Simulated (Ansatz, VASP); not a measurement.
Au in VASP and in Ansatz

INCAR

```
SYSTEM = Au
PREC = Accurate
ENCUT = 500
EDIFF = 1E-6
ISMEAR = 0
SIGMA = 0.15
LREAL = .False.
LASPH = .True.
NELM = 120
ALGO = Normal
ISIF = 2
LWAVE = .False.
LCHARG = .False.
GGA = PE
NBANDS = 18
GGA_COMPAT = .False.
```

The input KPOINTS:

```
Automatic mesh
0
Gamma
  18 18 10
  0 0 0
```

The input POSCAR:

```
Au
1.0
    2.9169619367      0.0000000000      0.0000000000
   -1.4584809683      2.5261631390      0.0000000000
    0.0000000000      0.0000000000      4.8900308251
Au
2
Direct
    0.2304252050      0.7501925470      0.7500000000
    0.7695747950      0.2498074530      0.2500000000
```

Input for Ansatz:

```yaml
crystal:
  lattice:
    - [2.9169619367, 0.0, 0.0]
    - [-1.4584809683, 2.526163139, 0.0]
    - [0.0, 0.0, 4.8900308251]
  atoms:
    - { symbol: Au, position: [0.230425205, 0.750192547, 0.75] }
    - { symbol: Au, position: [0.769574795, 0.249807453, 0.25] }
basis:
  ecutwfc: 420
kpoints:
  mp_grid: { grid: [18, 18, 10] }
hamiltonian:
  xc: pbe
scf:
  occupations: { method: gaussian, width: 0.15 }
output:
  forces: true
  stress: true
  eigenvalues: true
```

Change from the starting cell: mode 4 frozen in at -0.422 Å and mode 5 at +0.211 Å (largest displacements).

Alike in both runs: task single point; functional PBE; k mesh 18 × 18 × 10; occupations gaussian, width 0.15 eV; no spin polarisation.

|  | VASP | Ansatz |
| --- | --- | --- |
| version | VASP 6.6.1 | Ansatz 0.2.0 |
| potentials or method | VASP PAW PBE potentials, release 64 (Au), cutoff 500 eV | scalar-relativistic, plane waves, PAW |
| valence electrons in the cell | 22 | 38 |

Ansatz gave:

```
gap on the k mesh at the Fermi level (eV)                     : none
pressure (GPa)                                                : 1.3
traceless stress, the component that is largest in VASP (GPa) : 1.69
rms of the force components (eV/Å)                            : 0.063
```

Q: Which values does VASP return?

A: gap on the k mesh at the Fermi level (eV): none; pressure (GPa): 1.0; traceless stress, the component that is largest in VASP (GPa): 1.68; rms of the force components (eV/Å): 0.062.

Atom by atom the forces differ by 0.000 eV/Å (rms over components). A gap of «none» marks a metal or a gap that the smearing closes. VASP's potentials hold 22 valence electrons a cell and Ansatz's 38, so a difference there can come from the potentials and not from the codes.

Spin-orbit coupling is off throughout.
